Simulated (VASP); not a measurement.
A run of VASP 6.6.1 is set up as follows.

Contents of INCAR:

```
ALGO     = Normal         # electronic algorithm
EDIFF    = 1E-6           # SCF threshold, eV
ENCUT    = 680            # plane-wave cutoff, eV
GGA_COMPAT= F            
ISIF     = 2              # what is computed and relaxed
ISMEAR   = -1             # smearing method
LASPH    = T              # aspherical terms in the spheres
LCHARG   = F              # write CHGCAR
LREAL    = F              # projectors in reciprocal space
LWAVE    = F              # write WAVECAR
NBANDS   = 14             # bands
NELM     = 120            # most SCF steps
PREC     = Accurate       # precision mode
SIGMA    = 0.1            # smearing width, eV
```

The input KPOINTS:

```
k-points
0
Gamma
  16 16 16
```

Contents of POSCAR:

```
Mn
1.0
    2.1996485207      0.0000000000      0.0000000000
    0.0000000000      2.1996485207      0.0000000000
    0.0000000000      0.0000000000      2.1996485207
Mn
1
Direct
    0.0000000000      0.0000000000      0.0000000000
```

Potentials or basis: VASP PAW LDA potentials, release 64 (Mn_sv).

Command:

```sh
$ cat potpaw_LDA.64/Mn_sv/POTCAR > POTCAR
$ mpirun -np 1 vasp_std > vasp.out
```

Task: What does it give for the pressure?

Result: 10.6 GPa.

Task: What does it give for the band gap on the k mesh?

Result: Zero (an odd number of electrons rules out a gap without spin polarisation).

Caveat: the cell stands under pressure; the run has no spin polarisation, though such a crystal can be magnetic. Spin polarisation is off, so any magnetic state and its effect on volume and gap are missing.
